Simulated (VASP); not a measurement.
Input of a VASP 6.6.1 run:

POSCAR

```
BAs
1.0
    0.0000000000      2.3052873216      2.3052873216
    2.3052873216      0.0000000000      2.3052873216
    2.3052873216      2.3052873216      0.0000000000
B As
1 1
Direct
    0.0000000000      0.0000000000      0.0000000000
    0.5000000000      0.5000000000      0.5000000000
```

File INCAR.step1:

```
ALGO = Normal
EDIFF = 1E-5
ENCUT = 520
GGA = PE
ISIF = 2
ISMEAR = -1
LASPH = T
LCHARG = F
LREAL = F
LWAVE = T
NBANDS = 11
NELM = 80
PREC = Accurate
SIGMA = 0.02
```

The input INCAR.step2:

```
AEXX = 0.4
ALGO = Normal
EDIFF = 1E-6
ENCUT = 520
GGA = PE
HFSCREEN = 0.5
ISIF = 2
ISMEAR = -1
ISTART = 1
LASPH = T
LCHARG = F
LHFCALC = T
LREAL = F
LWAVE = F
NBANDS = 11
NELM = 80
PREC = Accurate
PRECFOCK = Normal
SIGMA = 0.02
```

Contents of KPOINTS:

```
k-points
0
Gamma
  4 4 4
```

Potentials or basis: VASP PAW PBE potentials, release 64 (B, As).

Run with:

```console
$ cat potpaw_PBE.64/B/POTCAR potpaw_PBE.64/As/POTCAR > POTCAR
$ cp INCAR.step1 INCAR
$ mpirun -np 1 vasp_std > vasp.out
$ cp INCAR.step2 INCAR
$ mpirun -np 1 vasp_std > vasp.out
```

(1) Estimate the band gap on the k mesh.

(2) Estimate the pressure.

## Answers

(1) zero (band 4 reaches 8.53 eV, above the bottom of band 5 at 3.33 eV).

(2) 2.4 GPa.

Caveat: the k points lie up to 0.59 Å⁻¹ apart; the PAW data sets were made with another functional, which shifts forces and pressure a little.
